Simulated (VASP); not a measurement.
# MgH2 (P1) in VASP: single point with PBE

Aim: the single point of MgH2 with PBE.

Program: VASP 6.6.1. These are calculated values, not measurements. Logs are shortened: lines on timing, memory, paths and dates and some standing lists are left out, and cuts for length are marked.

## (1) The cell of the first run

The typed cell holds 3 atoms: a = 3.367 Å, b = 3.367 Å, c = 3.367 Å, α = 60.00°, β = 60.00°, γ = 60.00°.

## (2) Single point, PBE

INCAR reads:

```
PREC     = Accurate       # precision mode
ENCUT    = 520            # plane-wave cutoff, eV
EDIFF    = 1E-7           # SCF threshold, eV
ISMEAR   = 0              # smearing method
SIGMA    = 0.1            # smearing width, eV
LREAL    = False          # projectors in reciprocal space
LASPH    = True           # aspherical terms in the spheres
NELM     = 100            # most SCF steps
ALGO     = Normal         # electronic algorithm
ISIF     = 2              # what is computed and relaxed
LWAVE    = False          # write WAVECAR
LCHARG   = True           # write CHGCAR
GGA      = PE             # functional
LELF     = True           # ELF
LVHAR    = True         
NBANDS   = 9              # bands
```

KPOINTS reads:

```
regular mesh
0
Gamma
  8 8 8
```

POSCAR reads:

```
MgH2
1.0
    0.0000000000      2.3810671667      2.3810671667
    2.3810671667      0.0000000000      2.3810671667
    2.3810671667      2.3810671667      0.0000000000
Mg H
1 2
Direct
    0.0584318630     -0.0149986844     -0.0098456172
    0.7754564235      0.7959666004      0.7348764809
    0.2442987199      0.2412572278      0.2737920181
```

Potentials or basis: VASP PAW PBE potentials, release 64 (Mg, H).

Command:

```console
$ cat potpaw_PBE.64/Mg/POTCAR potpaw_PBE.64/H/POTCAR > POTCAR
$ mpirun -np 1 vasp_std > vasp.out
```

OUTCAR:

```text
PREC = Accurate
   ENCUT = 520
   EDIFF = 1E-7
   ISMEAR = 0
   LREAL = False
   LASPH = True
   NELM = 100
   ISIF = 2
   GGA = PE

 ion  position               nearest neighbor table
   1  0.058  0.985  0.990-   3 1.98   2 1.98   3 2.00   2 2.01   3 2.05   2 2.05   2 2.23   3 2.24

   2  0.775  0.796  0.735-   1 1.98   1 2.01   1 2.05   1 2.23
   3  0.244  0.241  0.274-   1 1.98   1 2.00   1 2.05   1 2.24

  LATTYP: Found a face centered cubic cell.
 ALAT       =     4.7621343334

  Lattice vectors:

 A1 = (   0.0000000000,   2.3810671667,   2.3810671667)
 A2 = (   2.3810671667,   0.0000000000,   2.3810671667)
 A3 = (   2.3810671667,   2.3810671667,   0.0000000000)

Analysis of symmetry for initial positions (statically):
=====================================================================
 Subroutine PRICEL returns:
 Original cell was already a primitive cell.

 Routine SETGRP: Setting up the symmetry group for a
 face centered cubic supercell.

 Subroutine GETGRP returns: Found  1 space group operations
 (whereof  1 operations were pure point group operations)
 out of a pool of 48 trial point group operations.

The static configuration has the point symmetry C_1 .

Analysis of symmetry for dynamics (positions and initial velocities):
=====================================================================
 Subroutine PRICEL returns:
 Original cell was already a primitive cell.

 Routine SETGRP: Setting up the symmetry group for a
 face centered cubic supercell.

 Subroutine GETGRP returns: Found  1 space group operations
 (whereof  1 operations were pure point group operations)
 out of a pool of 48 trial point group operations.

The dynamic configuration has the point symmetry C_1 .

 Subroutine INISYM returns: Found  1 space group operations
 (whereof  1 operations are pure point group operations),
 and found     1 'primitive' translations

----------------------------------------------------------------------------------------

                                     Primitive cell

  volume of cell :      26.9988

  direct lattice vectors                    reciprocal lattice vectors
     0.000000000  2.381067167  2.381067167    -0.209989876  0.209989876  0.209989876
     2.381067167  0.000000000  2.381067167     0.209989876 -0.209989876  0.209989876
     2.381067167  2.381067167  0.000000000     0.209989876  0.209989876 -0.209989876

  length of vectors
     3.367337480  3.367337480  3.367337480     0.363713135  0.363713135  0.363713135

  position of ions in fractional coordinates (direct lattice)
     0.058431863  0.985001316  0.990154383
     0.775456424  0.795966600  0.734876481
     0.244298720  0.241257228  0.273792018

  ion indices of the primitive-cell ions
   primitive index   ion index
                 1           1
                 2           2
                 3           3

----------------------------------------------------------------------------------------

 KPOINTS: regular mesh

Automatic generation of k-mesh.
 Grid dimensions read from file:
 generate k-points for:    8    8    8

 Generating k-lattice:

  Cartesian coordinates                     Fractional coordinates (reciprocal lattice)
    -0.026248735  0.026248735  0.026248735     0.125000000  0.000000000  0.000000000
     0.026248735 -0.026248735  0.026248735     0.000000000  0.125000000  0.000000000
     0.026248735  0.026248735 -0.026248735     0.000000000  0.000000000  0.125000000

  Length of vectors
     0.045464142  0.045464142  0.045464142

  Shift w.r.t. Gamma in fractional coordinates (k-lattice)
     0.000000000  0.000000000  0.000000000

 Subroutine IBZKPT returns following result:
 ===========================================

 Found    260 irreducible k-points:

 Following reciprocal coordinates:
            Coordinates               Weight
  0.000000  0.000000  0.000000      1.000000
  0.125000  0.000000  0.000000      2.000000
  0.000000  0.125000  0.000000      2.000000
  0.000000  0.000000  0.125000      2.000000
  0.125000  0.125000  0.125000      2.000000
  0.250000  0.000000  0.000000      2.000000
[... 16 lines left out ...]
  0.125000  0.000000  0.250000      2.000000
  0.125000  0.125000 -0.125000      2.000000
 [... further k-points ...]
   k-points           NKPTS =    260   k-points in BZ     NKDIM =    260   number of bands    NBANDS=      9
   number of dos      NEDOS =    301   number of ions     NIONS =      3
   total plane-waves  NPLWV =  21952
   dimension x,y,z NGX =    28 NGY =   28 NGZ =   28
   dimension x,y,z NGXF=    56 NGYF=   56 NGZF=   56
   ions per type =               1   2
   NGX,Y,Z   is equivalent  to a cutoff of  13.82, 13.82, 13.82 a.u.
   NGXF,Y,Z  is equivalent  to a cutoff of  27.65, 27.65, 27.65 a.u.
 SYSTEM =  unknown system
   PREC   = accura    normal or accurate (medium, high low for compatibility)
   ISTART =      0    job   : 0-new  1-cont  2-samecut
   ICHARG =      2    charge: 1-file 2-atom 10-const
   ISPIN  =      1    spin polarized calculation?
   LNONCOLLINEAR =      F non collinear calculations
   LSORBIT =      F    spin-orbit coupling
   LASPH  =      T    aspherical Exc in radial PAW
   ENCUT  =  520.0 eV  38.22 Ry    6.18 a.u.   6.26  6.26  6.26*2*pi/ulx,y,z
   NELM   =    100;   NELMIN=  2; NELMDL= -5     # of ELM steps
   EDIFF  = 0.1E-06   stopping-criterion for ELM
   LREAL  =      F    real-space projection
   EDIFFG = 0.1E-05   stopping-criterion for IOM
   NSW    =      0    number of steps for IOM
   IBRION =     -1    ionic relax: 0-MD 1-quasi-New 2-CG
   NFREE  =      0    steps in history (QN), initial steepest desc. (CG)
   ISIF   =      2    stress and relaxation
   ISYM   =      2    0-nonsym 1-usesym 2-fastsym
   POTIM  = 0.5000    time-step for ionic-motion
   TEBEG  =    0.0;   TEEND  =   0.0 temperature during run
   PSTRESS=    0.0 pullay stress
   NELECT =       4.0000    total number of electrons
   NUPDOWN=      -1.0000    fix difference up-down
   EMIN   =  10.00;   EMAX   =-10.00  energy-range for DOS
   EFERMI =   0.00;   METHOD = LEGACY
   ISMEAR =     0;   SIGMA  =   0.10  broadening in eV -4-tet -1-fermi 0-gaus
   EFERMI_NEDOS =   21; number of points for ismear=-14 and -15
   IALGO  =     38    algorithm
   IMIX   =      4    mixing-type and parameters
     AMIX     =   0.40;   BMIX     =  1.00
     AMIX_MAG =   1.60;   BMIX_MAG =  1.00
  volume/ion in A,a.u.               =       9.00        60.73
  Fermi-wavevector in a.u.,A,eV,Ry     =   0.866257  1.636987 10.209817  0.750400
  Thomas-Fermi vector in A             =   1.984619
   LORBIT       =      0    0 simple, 1 ext, 2 COOP (PROOUT), +10 PAW based schemes
   GGA     = PE    functional components
   LHFCALC =     F    Hartree Fock is set to
   AEXX    =    0.0000 exact exchange contribution
   IVDW    =     0    specifies the selected vdW correction
   LEPSILON=     F    determine dielectric tensor
   LRPA    =     F    only Hartree local field effects (RPA)
 non-spin polarized calculation
 Gauss-broadening in eV      SIGMA  =   0.10
  energy-cutoff  :      520.00
  volume of cell :       27.00
 maximum number of plane-waves:       740
 NGX is ok and might be reduce to    28
   NGX = 13   NGY = 13   NGZ = 13

 number of electron       4.0000000 magnetization

 Free energy of the ion-electron system (eV)
  ---------------------------------------------------
  ext. energy  EPLUGINS =         0.00000000
  ---------------------------------------------------
  free energy    TOTEN  =        -8.42474921 eV

  energy without entropy =       -8.42329581  energy(sigma->0) =       -8.42402251

 E-fermi :   3.1011     XC(G=0):  -8.9418

 val. band max:        3.0944792881   @ k =  -0.3750   0.5000   0.1250
 cond. band min:       3.1183380108   @ k =   0.1250   0.1250   0.0000
 fundamental gap:      0.0238587227
 Fermi energy:         3.1010975620

 k-point     1 :       0.0000    0.0000    0.0000
  band No.  band energies     occupation
      1      -7.0146      2.00000
      2       3.8586      0.00000
      3      11.9276      0.00000
      4      12.2738      0.00000
      5      12.4108      0.00000
      6      14.7318      0.00000
      7      14.8168      0.00000
      8      14.8604      0.00000
      9      15.8892      0.00000

 k-point     2 :       0.1250    0.0000    0.0000
  band No.  band energies     occupation
      1      -6.7306      2.00000
      2       3.2220      0.08725
      3      11.0270      0.00000
      4      11.7236      0.00000
      5      11.8985      0.00000
      6      14.6659      0.00000
      7      15.5203      0.00000
      8      15.6724      0.00000
      9      16.3956      0.00000

 k-point     3 :       0.0000    0.1250    0.0000
  band No.  band energies     occupation
      1      -6.7316      2.00000
      2       3.2326      0.06291
      3      10.8605      0.00000
      4      11.8629      0.00000
      5      11.9236      0.00000
      6      14.6066      0.00000
      7      15.4980      0.00000
      8      15.6633      0.00000
      9      16.4280      0.00000

 k-point     4 :       0.0000    0.0000    0.1250
  band No.  band energies     occupation
      1      -6.7295      2.00000
      2       3.2222      0.08672
      3      10.9695      0.00000
      4      11.6668      0.00000
      5      12.0738      0.00000
      6      14.4674      0.00000
      7      15.6114      0.00000
      8      15.7117      0.00000
      9      16.4706      0.00000
[... 205 lines left out ...]
 k-point    22 :       0.0000    0.2500    0.1250
  band No.  band energies     occupation
      1      -5.9900      2.00000
      2       2.0597      2.00000
      3       9.1111      0.00000
      4       9.9550      0.00000
      5      11.0671      0.00000
      6      14.1243      0.00000
      7      14.7792      0.00000
      8      16.2314      0.00000
      9      17.3666      0.00000

 k-point    23 :       0.1250    0.0000    0.2500
  band No.  band energies     occupation
      1      -5.9852      2.00000
      2       2.0467      2.00000
      3       9.3910      0.00000
      4       9.7640      0.00000
      5      10.9501      0.00000
      6      14.0687      0.00000
      7      14.7990      0.00000
      8      16.3500      0.00000
      9      17.4400      0.00000

 k-point    24 :       0.1250    0.1250   -0.1250
  band No.  band energies     occupation
      1      -5.9824      2.00000
      2       2.0103      2.00000
      3       9.3711      0.00000
      4      10.1182      0.00000
      5      10.7147      0.00000
      6      13.9978      0.00000
      7      14.7683      0.00000
      8      16.2556      0.00000
      9      17.6321      0.00000

 [... further k-points ...]
[... 5 lines left out ...]
  --------------------------------------------------------------------------------------
  -------------------------------------------------------------------------------------
  Total        0.0089206      0.0232082      0.0728610      0.1054967      0.0663133     -0.0653937
  in kB        0.5293681      1.3772332      4.3237550      6.2604356      3.9351977     -3.8806242
  external PRESSURE =       2.0767854 kB  Pullay stress =       0.0000000 kB

 VOLUME and BASIS-vectors are now :
 -----------------------------------------------------------------------------
  energy-cutoff  :      520.00
  volume of cell :       27.00
      direct lattice vectors                 reciprocal lattice vectors
     0.000000000  2.381067167  2.381067167    -0.209989876  0.209989876  0.209989876
     2.381067167  0.000000000  2.381067167     0.209989876 -0.209989876  0.209989876
     2.381067167  2.381067167  0.000000000     0.209989876  0.209989876 -0.209989876

 POSITION                                       TOTAL-FORCE (eV/Angst)
 -----------------------------------------------------------------------------------
      4.70298      2.49675      2.48448         0.261208     -0.127906     -0.143631
      3.64504      3.59620      3.74166        -0.226159      0.119329     -0.352253
      1.22637      1.23361      1.15614        -0.035049      0.008577      0.495884
 -----------------------------------------------------------------------------------
    total drift:                               -0.000085      0.000108      0.000012

  FREE ENERGIE OF THE ION-ELECTRON SYSTEM (eV)
  ---------------------------------------------------
  free  energy   TOTEN  =        -8.4247492106 eV

  energy  without entropy=       -8.4232958076  energy(sigma->0) =       -8.42402251
```

It took 2.8 min on 1 thread of AMD EPYC 7R13, shared host; peak memory 0.18 GiB.

What came out:

```yaml
Free_energy: -8.4247 eV
Pressure: 0.2 GPa
Largest_force: 0.497 eV/Å
Band_gap_on_the_k_mesh: zero (band 2 reaches 3.86 eV, above the bottom of band 3 at 2.58 eV)
```

Forces in eV/Å, atoms in the order of the input:
```
Mg   0.261 -0.128 -0.144
H   -0.226  0.119 -0.352
H   -0.035  0.009  0.496
```

Stress tensor (GPa, compression positive):
```
 0.05  0.63 -0.39
 0.63  0.14  0.39
-0.39  0.39  0.43
```

Levels at points of the mesh, in eV from the Fermi level:
```
           k point  band 1  band 2  band 3  band 4  band 5  band 6
(0.00, 0.00, 0.00)  -10.12    0.76    8.83    9.17    9.31   11.63
(0.50, 0.00, 0.00)   -6.08   -5.55    6.24    7.34    8.77    8.83
(0.00, 0.50, 0.00)   -6.23   -5.38    5.93    7.60    8.77    8.87
(0.00, 0.00, 0.50)   -6.03   -5.59    6.47    6.85    8.79    8.98
(0.50, 0.50, 0.50)   -6.08   -5.53    6.36    6.93    8.81    8.96
(0.50, 0.50, 0.00)   -5.82   -2.80   -0.27    4.54    4.59    7.75
(0.00, 0.50, 0.50)   -5.90   -2.47   -0.52    4.50    4.58    7.74
(0.50, 0.00, 0.50)   -5.91   -2.46   -0.52    4.51    4.57    7.73
```
